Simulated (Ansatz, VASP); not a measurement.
# Two plane-wave programs on MgO

```
CELL_PARAMETERS angstrom
3.48638 0.00000 0.00000
-1.74319 3.01929 0.00000
0.00000 0.00000 4.17804
ATOMIC_POSITIONS crystal
Mg 0.68952 0.35007 0.76209
Mg 0.35619 0.68340 0.26209
O 0.66667 0.33333 0.25000
O 0.33333 0.66667 0.75000
```

Change from the starting cell: all Mg atoms moved +0.087 Å, as atom 1 along Cartesian [1 1 1].

Alike in both runs: task single point; functional r2SCAN; k mesh 6 × 6 × 6; no spin polarisation.

|  | VASP | Ansatz |
| --- | --- | --- |
| version | VASP 6.6.1 | Ansatz 0.2.0 |
| potentials or method | VASP PAW PBE potentials, release 64 (Mg, O), cutoff 520 eV | scalar-relativistic, plane waves, PAW |
| occupations | methfessel-paxton of order 1, width 0.02 eV | cold, width 0.02 eV |
| valence electrons in the cell | 16 | 32 |

VASP gave:

| Property | Result |
| --- | --- |
| gap on the k mesh at the Fermi level (eV) | 4.08 |
| least direct gap on the mesh (eV) | 4.08 |
| pressure (GPa) | 0.0 |
| traceless stress, the component that is largest in VASP (GPa) | 0.29 |
| rms of the force components (eV/Å) | 0.414 |

**Question.** Which values does Ansatz return?

**Answer.** gap on the k mesh at the Fermi level (eV): 4.10; least direct gap on the mesh (eV): 4.10; pressure (GPa): 0.8; traceless stress, the component that is largest in VASP (GPa): 0.28; rms of the force components (eV/Å): 0.408.

VASP's potentials were made for PBE, not for r2SCAN. Atom by atom the forces differ by 0.006 eV/Å (rms over components). VASP's potentials hold 16 valence electrons a cell and Ansatz's 32, so a difference there can come from the potentials and not from the codes.
